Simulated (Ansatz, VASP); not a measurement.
**Si3H2N4O: VASP beside Ansatz**

Contents of INCAR:

```
SYSTEM = Si3H2N4O
PREC     = Accurate       ! precision mode
ENCUT    = 520            ! plane-wave cutoff, eV
EDIFF    = 1E-6           ! SCF threshold, eV
ISMEAR   = 0              ! smearing method
SIGMA    = 0.05           ! smearing width, eV
LREAL    = Auto         
LASPH    = .TRUE.         ! aspherical terms in the spheres
NELM     = 120            ! most SCF steps
ALGO     = Normal         ! electronic algorithm
ISIF     = 2              ! what is computed and relaxed
LWAVE    = .FALSE.        ! write WAVECAR
LCHARG   = .FALSE.        ! write CHGCAR
LDIPOL   = .TRUE.       
IDIPOL   = 3            
DIPOL    = 0.5 0.5 0.440
GGA      = PE             ! functional
IVDW     = 12             ! dispersion correction
NBANDS   = 106            ! bands
GGA_COMPAT= .FALSE.      
NELMDL   = -8
```

File KPOINTS:

```
regular mesh
0
G
  3 2 1
  0 0 0
```

POSCAR

```
Si3H2N4O
1.0
    5.8226178761      0.0000000000      0.0000000000
    0.0000000000      7.6192383001      0.0000000000
    0.0000000000      0.0000000000     29.4570671958
Si N O H
12 16 4 8
Direct
    0.3750000000      0.5290403533      0.3482255369
    0.8750000000      0.5290403533      0.3482255369
    0.1250000000      0.2098373764      0.3872202148
    0.6250000000      0.2098373764      0.3872202148
    0.1250000000      0.8192029769      0.4002304327
    0.6250000000      0.8192029769      0.4002304327
    0.3729553376      0.1824208403      0.4783241161
    0.8731143181      0.1824342958      0.4784854747
    0.3743752067      0.7888035232      0.4914134432
    0.8749048997      0.7890623482      0.4914082094
    0.1249384620      0.4689494334      0.5304902338
    0.6243612414      0.4691815443      0.5305743728
    0.1250000000      0.0000000000      0.3645576420
    0.6250000000      0.0000000000      0.3645576420
    0.1250000000      0.6350876235      0.3653168281
    0.6250000000      0.6350876235      0.3653168281
    0.3750000000      0.3200857022      0.3720110166
    0.8750000000      0.3200857022      0.3720110166
    0.3750000000      0.8150019212      0.4325309220
    0.8750000000      0.8150019212      0.4325309220
    0.1227876797      0.1916340030      0.4459856560
    0.6231815799      0.1895613965      0.4460683608
    0.1242819705      0.6787545474      0.5076395683
    0.6246080557      0.6789587916      0.5075047603
    0.3744690033      0.3635902328      0.5144983051
    0.8743463871      0.3639349352      0.5147142440
    0.3706216144     -0.0010501832      0.5120367542
    0.8723388521     -0.0008623782      0.5124563783
    0.3608687851      0.5169815047      0.2919633539
    0.8609236696      0.5170593169      0.2919603912
    0.1423151023      0.4789687813      0.5869233739
    0.6327446381      0.4836339308      0.5870369920
    0.5110477681      0.5055580065      0.2774343289
    1.0111027873      0.5056612261      0.2774309138
    0.2310929006      0.9850013781      0.3373374070
    0.7303056855      0.9849106654      0.3372269438
    0.3862711972      0.0175287791      0.5460282907
    0.9283963850      0.0168003511      0.5447773106
   -0.0029715422      0.5044609596      0.6020140313
    0.4783165986      0.4876070680      0.6002301519
```

Input for Ansatz:

```yaml
crystal:
  lattice:
    - [5.8226178761, 0.0, 0.0]
    - [0.0, 7.6192383001, 0.0]
    - [0.0, 0.0, 29.4570671958]
  atoms:
    - { symbol: Si, position: [0.375, 0.5290403533, 0.3482255369] }
    - { symbol: Si, position: [0.875, 0.5290403533, 0.3482255369] }
    - { symbol: "N", position: [0.125, 0.0, 0.364557642] }
    - { symbol: "N", position: [0.625, 0.0, 0.364557642] }
    - { symbol: "N", position: [0.125, 0.6350876235, 0.3653168281] }
    - { symbol: "N", position: [0.625, 0.6350876235, 0.3653168281] }
    - { symbol: "N", position: [0.375, 0.3200857022, 0.3720110166] }
    - { symbol: "N", position: [0.875, 0.3200857022, 0.3720110166] }
    - { symbol: Si, position: [0.125, 0.2098373764, 0.3872202148] }
    - { symbol: Si, position: [0.625, 0.2098373764, 0.3872202148] }
    - { symbol: Si, position: [0.125, 0.8192029769, 0.4002304327] }
    - { symbol: Si, position: [0.625, 0.8192029769, 0.4002304327] }
    - { symbol: "N", position: [0.375, 0.8150019212, 0.432530922] }
    - { symbol: "N", position: [0.875, 0.8150019212, 0.432530922] }
    - { symbol: "N", position: [0.1227876797, 0.191634003, 0.445985656] }
    - { symbol: "N", position: [0.6231815799, 0.1895613965, 0.4460683608] }
    - { symbol: Si, position: [0.3729553376, 0.1824208403, 0.4783241161] }
    - { symbol: Si, position: [0.8731143181, 0.1824342958, 0.4784854747] }
    - { symbol: Si, position: [0.3743752067, 0.7888035232, 0.4914134432] }
    - { symbol: Si, position: [0.8749048997, 0.7890623482, 0.4914082094] }
    - { symbol: "N", position: [0.1242819705, 0.6787545474, 0.5076395683] }
    - { symbol: "N", position: [0.6246080557, 0.6789587916, 0.5075047603] }
    - { symbol: "N", position: [0.3744690033, 0.3635902328, 0.5144983051] }
    - { symbol: "N", position: [0.8743463871, 0.3639349352, 0.514714244] }
    - { symbol: "N", position: [0.3706216144, -0.0010501832, 0.5120367542] }
    - { symbol: "N", position: [0.8723388521, -0.0008623782, 0.5124563783] }
    - { symbol: Si, position: [0.124938462, 0.4689494334, 0.5304902338] }
    - { symbol: Si, position: [0.6243612414, 0.4691815443, 0.5305743728] }
    - { symbol: O, position: [0.3608687851, 0.5169815047, 0.2919633539] }
    - { symbol: O, position: [0.8609236696, 0.5170593169, 0.2919603912] }
    - { symbol: H, position: [0.5110477681, 0.5055580065, 0.2774343289] }
    - { symbol: H, position: [1.0111027873, 0.5056612261, 0.2774309138] }
    - { symbol: H, position: [0.2310929006, 0.9850013781, 0.337337407] }
    - { symbol: H, position: [0.7303056855, 0.9849106654, 0.3372269438] }
    - { symbol: H, position: [0.3862711972, 0.0175287791, 0.5460282907] }
    - { symbol: H, position: [0.928396385, 0.0168003511, 0.5447773106] }
    - { symbol: O, position: [0.1423151023, 0.4789687813, 0.5869233739] }
    - { symbol: O, position: [0.6327446381, 0.4836339308, 0.587036992] }
    - { symbol: H, position: [-0.0029715422, 0.5044609596, 0.6020140313] }
    - { symbol: H, position: [0.4783165986, 0.487607068, 0.6002301519] }
basis:
  ecutwfc: 420
kpoints:
  mp_grid: { grid: [3, 2, 1] }
hamiltonian:
  xc: pbe
  dispersion: d3bj
scf:
  occupations: { method: gaussian, width: 0.05 }
output:
  forces: true
  eigenvalues: true
  write_density: true
  volumetric_format: npy
efield:
  axis: 3
  dipole_correction: true
  ramp_width: 0.04
```

Alike in both runs: task single point; functional PBE; dispersion D3(BJ); k mesh 3 × 2 × 1; occupations gaussian, width 0.05 eV; no spin polarisation.

|  | VASP | Ansatz |
| --- | --- | --- |
| version | VASP 6.6.1 | Ansatz 0.2.0 |
| potentials or method | VASP PAW PBE potentials, release 64 (Si, N, O, H), cutoff 520 eV | scalar-relativistic, plane waves, PAW |
| valence electrons in the cell | 160 | 160 |

```csv
,VASP,Ansatz,Ansatz less VASP
gap on the k mesh at the Fermi level (eV),3.73,3.72,-0.002
least direct gap on the mesh (eV),3.75,3.75,-0.002
rms of the force components (eV/Å),0.135,0.128,-0.0077
```
